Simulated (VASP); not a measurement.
# HfN (P1) in VASP: single point with PBEsol

Aim: the single point of HfN with PBEsol.

Everything below comes from runs of VASP 6.6.1. Logs are shortened: lines on timing, memory, paths and dates and some standing lists are left out, and cuts for length are marked.

## Step 1: The cell of the first run

The typed cell holds 2 atoms: a = 3.472 Å, b = 3.472 Å, c = 3.472 Å, α = 60.00°, β = 60.00°, γ = 60.00°.

## Step 2: Single point, PBEsol (atom 2 (N) moved by (-0.600, -0.300) A along x and y)

File INCAR:

```
SYSTEM = HfN
PREC = Accurate
ENCUT = 520
EDIFF = 1E-6
ISMEAR = 0
SIGMA = 0.15
LREAL = .FALSE.
LASPH = .TRUE.
NELM = 100
ALGO = Fast
ISIF = 2
LWAVE = .FALSE.
LCHARG = .TRUE.
GGA = PS
LELF = .TRUE.
LVHAR = .TRUE.
NBANDS = 14
```

File KPOINTS:

```
regular mesh
0
G
  16 16 16
  0 0 0
```

File POSCAR:

```
HfN
1.0
    0.0000000000      2.4548220000      2.4548220000
    2.4548220000      0.0000000000      2.4548220000
    2.4548220000      2.4548220000      0.0000000000
Hf N
1 1
Direct
    0.0000000000      0.0000000000      0.0000000000
    0.8111042267      0.6888957733      0.5666873199
```

Potentials or basis: VASP PAW PBE potentials, release 64 (Hf_pv, N).

Run with:

```
$ cat potpaw_PBE.64/Hf_pv/POTCAR potpaw_PBE.64/N/POTCAR > POTCAR
$ mpirun -np 1 vasp_std > vasp.out
```

OUTCAR:

```text
SYSTEM = HfN
   PREC = Accurate
   ENCUT = 520
   EDIFF = 1E-6
   ISMEAR = 0
   LREAL = .FALSE.
   LASPH = .TRUE.
   NELM = 100
   ISIF = 2
   GGA = PS

 ion  position               nearest neighbor table
   1  0.000  0.000  0.000-   2 1.66   2 2.06   2 2.39   2 2.68
   2  0.811  0.689  0.567-   1 1.66   1 2.06   1 2.39   1 2.68

  LATTYP: Found a face centered cubic cell.
 ALAT       =     4.9096440000

  Lattice vectors:

 A1 = (   0.0000000000,   2.4548220000,   2.4548220000)
 A2 = (   2.4548220000,   0.0000000000,   2.4548220000)
 A3 = (   2.4548220000,   2.4548220000,   0.0000000000)

Analysis of symmetry for initial positions (statically):
=====================================================================
 Subroutine PRICEL returns:
 Original cell was already a primitive cell.

 Routine SETGRP: Setting up the symmetry group for a
 face centered cubic supercell.

 Subroutine GETGRP returns: Found  1 space group operations
 (whereof  1 operations were pure point group operations)
 out of a pool of 48 trial point group operations.

The static configuration has the point symmetry C_1 .

Analysis of symmetry for dynamics (positions and initial velocities):
=====================================================================
 Subroutine PRICEL returns:
 Original cell was already a primitive cell.

 Routine SETGRP: Setting up the symmetry group for a
 face centered cubic supercell.

 Subroutine GETGRP returns: Found  1 space group operations
 (whereof  1 operations were pure point group operations)
 out of a pool of 48 trial point group operations.

The dynamic configuration has the point symmetry C_1 .

 Subroutine INISYM returns: Found  1 space group operations
 (whereof  1 operations are pure point group operations),
 and found     1 'primitive' translations

----------------------------------------------------------------------------------------

                                     Primitive cell

  volume of cell :      29.5863

  direct lattice vectors                    reciprocal lattice vectors
     0.000000000  2.454822000  2.454822000    -0.203680756  0.203680756  0.203680756
     2.454822000  0.000000000  2.454822000     0.203680756 -0.203680756  0.203680756
     2.454822000  2.454822000  0.000000000     0.203680756  0.203680756 -0.203680756

  length of vectors
     3.471642566  3.471642566  3.471642566     0.352785417  0.352785417  0.352785417

  position of ions in fractional coordinates (direct lattice)
     0.000000000  0.000000000  0.000000000
     0.811104227  0.688895773  0.566687320

  ion indices of the primitive-cell ions
   primitive index   ion index
                 1           1
                 2           2

----------------------------------------------------------------------------------------

 KPOINTS: regular mesh

Automatic generation of k-mesh.
 Grid dimensions read from file:
 generate k-points for:   16   16   16

 Generating k-lattice:

  Cartesian coordinates                     Fractional coordinates (reciprocal lattice)
    -0.012730047  0.012730047  0.012730047     0.062500000  0.000000000  0.000000000
     0.012730047 -0.012730047  0.012730047     0.000000000  0.062500000  0.000000000
     0.012730047  0.012730047 -0.012730047     0.000000000  0.000000000  0.062500000

  Length of vectors
     0.022049089  0.022049089  0.022049089

  Shift w.r.t. Gamma in fractional coordinates (k-lattice)
     0.000000000  0.000000000  0.000000000

 Subroutine IBZKPT returns following result:
 ===========================================

 Found   2052 irreducible k-points:

 Following reciprocal coordinates:
            Coordinates               Weight
  0.000000  0.000000  0.000000      1.000000
  0.062500  0.000000  0.000000      2.000000
  0.000000  0.062500  0.000000      2.000000
  0.000000  0.000000  0.062500      2.000000
  0.062500  0.062500  0.062500      2.000000
  0.125000  0.000000  0.000000      2.000000
[... 16 lines left out ...]
  0.000000  0.375000  0.000000      2.000000
  0.000000  0.000000  0.375000      2.000000
 [... further k-points ...]
   k-points           NKPTS =   2052   k-points in BZ     NKDIM =   2052   number of bands    NBANDS=     14
   number of dos      NEDOS =    301   number of ions     NIONS =      2
   total plane-waves  NPLWV =  21952
   dimension x,y,z NGX =    28 NGY =   28 NGZ =   28
   dimension x,y,z NGXF=    56 NGYF=   56 NGZF=   56
   ions per type =               1   1
   NGX,Y,Z   is equivalent  to a cutoff of  13.41, 13.41, 13.41 a.u.
   NGXF,Y,Z  is equivalent  to a cutoff of  26.82, 26.82, 26.82 a.u.
 SYSTEM =  HfN
   PREC   = accura    normal or accurate (medium, high low for compatibility)
   ISTART =      0    job   : 0-new  1-cont  2-samecut
   ICHARG =      2    charge: 1-file 2-atom 10-const
   ISPIN  =      1    spin polarized calculation?
   LNONCOLLINEAR =      F non collinear calculations
   LSORBIT =      F    spin-orbit coupling
   LASPH  =      T    aspherical Exc in radial PAW
   ENCUT  =  520.0 eV  38.22 Ry    6.18 a.u.   6.45  6.45  6.45*2*pi/ulx,y,z
   NELM   =    100;   NELMIN=  2; NELMDL= -5     # of ELM steps
   EDIFF  = 0.1E-05   stopping-criterion for ELM
   LREAL  =      F    real-space projection
   EDIFFG = 0.1E-04   stopping-criterion for IOM
   NSW    =      0    number of steps for IOM
   IBRION =     -1    ionic relax: 0-MD 1-quasi-New 2-CG
   NFREE  =      0    steps in history (QN), initial steepest desc. (CG)
   ISIF   =      2    stress and relaxation
   ISYM   =      2    0-nonsym 1-usesym 2-fastsym
   POTIM  = 0.5000    time-step for ionic-motion
   TEBEG  =    0.0;   TEEND  =   0.0 temperature during run
   PSTRESS=    0.0 pullay stress
   NELECT =      15.0000    total number of electrons
   NUPDOWN=      -1.0000    fix difference up-down
   EMIN   =  10.00;   EMAX   =-10.00  energy-range for DOS
   EFERMI =   0.00;   METHOD = LEGACY
   ISMEAR =     0;   SIGMA  =   0.15  broadening in eV -4-tet -1-fermi 0-gaus
   EFERMI_NEDOS =   21; number of points for ismear=-14 and -15
   IALGO  =     68    algorithm
   IMIX   =      4    mixing-type and parameters
     AMIX     =   0.40;   BMIX     =  1.00
     AMIX_MAG =   1.60;   BMIX_MAG =  1.00
  volume/ion in A,a.u.               =      14.79        99.83
  Fermi-wavevector in a.u.,A,eV,Ry     =   1.305395  2.466839 23.185087  1.704056
  Thomas-Fermi vector in A             =   2.436267
   LORBIT       =      0    0 simple, 1 ext, 2 COOP (PROOUT), +10 PAW based schemes
   GGA     = PS    functional components
   LHFCALC =     F    Hartree Fock is set to
   AEXX    =    0.0000 exact exchange contribution
   IVDW    =     0    specifies the selected vdW correction
   LEPSILON=     F    determine dielectric tensor
   LRPA    =     F    only Hartree local field effects (RPA)
 non-spin polarized calculation
 RMM-DIIS sequential band-by-band and
 Gauss-broadening in eV      SIGMA  =   0.15
  energy-cutoff  :      520.00
  volume of cell :       29.59
 maximum number of plane-waves:       821
 NGX is ok and might be reduce to    28
   NGX = 13   NGY = 13   NGZ = 13

 number of electron      15.0000001 magnetization

 Free energy of the ion-electron system (eV)
  ---------------------------------------------------
  ext. energy  EPLUGINS =         0.00000000
  ---------------------------------------------------
  free energy    TOTEN  =       -19.20995494 eV

  energy without entropy =      -19.19824757  energy(sigma->0) =      -19.20410126

 E-fermi :   5.0609     XC(G=0): -11.3013

 val. band max:        5.0599012718   @ k =   0.5000  -0.1250   0.0625
 cond. band min:       5.0620952087   @ k =   0.1875  -0.3750  -0.1250
 fundamental gap:      0.0021939369
 Fermi energy:         5.0609161484

 k-point     1 :       0.0000    0.0000    0.0000
  band No.  band energies     occupation
      1     -25.8963      2.00000
      2     -25.2093      2.00000
      3     -25.1578      2.00000
      4     -10.3814      2.00000
      5      -0.3354      2.00000
      6       0.5249      2.00000
      7       1.6059      2.00000
      8       3.9963      2.00000
      9       7.3922      0.00000
     10       7.8881      0.00000
     11       9.0190      0.00000
     12      13.9462      0.00000
     13      16.5509      0.00000
     14      17.7308      0.00000

 k-point     2 :       0.0625    0.0000    0.0000
  band No.  band energies     occupation
      1     -25.9013      2.00000
      2     -25.2112      2.00000
      3     -25.1729      2.00000
      4     -10.3413      2.00000
      5      -0.3726      2.00000
      6       0.5750      2.00000
      7       1.5421      2.00000
      8       4.1220      2.00000
      9       7.3416      0.00000
     10       7.9438      0.00000
     11       9.0562      0.00000
     12      13.9231      0.00000
     13      16.4684      0.00000
     14      17.5629      0.00000

 k-point     3 :       0.0000    0.0625    0.0000
  band No.  band energies     occupation
      1     -25.9088      2.00000
      2     -25.2170      2.00000
      3     -25.1649      2.00000
      4     -10.3021      2.00000
      5      -0.3864      2.00000
      6       0.5401      2.00000
      7       1.5377      2.00000
      8       4.1334      2.00000
      9       7.3547      0.00000
     10       7.8834      0.00000
     11       9.2051      0.00000
     12      13.6821      0.00000
     13      16.2692      0.00000
     14      18.1112      0.00000
[... 324 lines left out ...]
 k-point    23 :       0.0000    0.3750    0.0000
  band No.  band energies     occupation
      1     -26.2143      2.00000
      2     -25.4145      2.00000
      3     -25.2179      2.00000
      4      -8.5207      2.00000
      5      -0.9717      2.00000
      6       0.4273      2.00000
      7       1.3564      2.00000
      8       5.4334      0.00045
      9       7.2721      0.00000
     10       8.7563      0.00000
     11       9.9724      0.00000
     12      11.6829      0.00000
     13      13.1986      0.00000
     14      16.1896      0.00000

 k-point    24 :       0.0000    0.0000    0.3750
  band No.  band energies     occupation
      1     -26.4076      2.00000
      2     -25.2786      2.00000
      3     -25.2231      2.00000
      4      -8.1685      2.00000
      5      -0.6233      2.00000
      6       0.9214      2.00000
      7       2.1659      2.00000
      8       4.5331      2.00000
      9       6.1710      0.00000
     10       7.6543      0.00000
     11       9.8195      0.00000
     12      10.8167      0.00000
     13      12.5509      0.00000
     14      16.3222      0.00000

 [... further k-points ...]

------------------------ aborting loop because EDIFF is reached ----------------------------------------

  FORCE on cell =-STRESS in cart. coord.  units (eV):
  Direction    XX          YY          ZZ          XY          YZ          ZX
  --------------------------------------------------------------------------------------
  -------------------------------------------------------------------------------------
  Total        2.1804892      7.5861266     12.0643388      4.0318090    -11.3380679     -5.5604190
  in kB      118.0795007    410.8096646    653.3172003    218.3335702   -613.9876286   -301.1120165
  external PRESSURE =     394.0687885 kB  Pullay stress =       0.0000000 kB

 VOLUME and BASIS-vectors are now :
 -----------------------------------------------------------------------------
  energy-cutoff  :      520.00
  volume of cell :       29.59
      direct lattice vectors                 reciprocal lattice vectors
     0.000000000  2.454822000  2.454822000    -0.203680756  0.203680756  0.203680756
     2.454822000  0.000000000  2.454822000     0.203680756 -0.203680756  0.203680756
     2.454822000  2.454822000  0.000000000     0.203680756  0.203680756 -0.203680756

 POSITION                                       TOTAL-FORCE (eV/Angst)
 -----------------------------------------------------------------------------------
      0.00000      0.00000      0.00000        -8.057928     -6.619623      9.442011
      3.08223      3.38223      3.68223         8.057928      6.619623     -9.442011
 -----------------------------------------------------------------------------------
    total drift:                               -0.002481     -0.000855      0.001612

  FREE ENERGIE OF THE ION-ELECTRON SYSTEM (eV)
  ---------------------------------------------------
  free  energy   TOTEN  =       -19.2099549437 eV

  energy  without entropy=      -19.1982475718  energy(sigma->0) =      -19.20410126
```

Wall time 21 min (1 thread of Oxide Virtual Turin-like, shared host); peak memory 0.88 GiB.

What came out:

```
Free energy            : -19.2100 eV
Pressure               : 39.4 GPa
Largest force          : 14.068 eV/Å
Band gap on the k mesh : zero (an odd number of electrons rules out a gap without spin polarisation)
```

Forces in eV/Å, atoms in the order of the input:
```
Hf  -8.058 -6.620  9.442
N    8.058  6.620 -9.442
```

Stress tensor (GPa, compression positive):
```
 11.81  21.83 -30.11
 21.83  41.08 -61.40
-30.11 -61.40  65.33
```

Caveat: the cell differs from its parent crystal (atom 2 (N) moved by (-0.600, -0.300) A along x and y); the stress differs along the axes, from 12 to 65 GPa; the PAW data sets were made with another functional, which shifts forces and pressure a little; spin-orbit coupling is left out, which moves the levels of the heavy elements; an odd number of electrons without spin polarisation forces a metal; a magnetic or distorted state may lie lower.
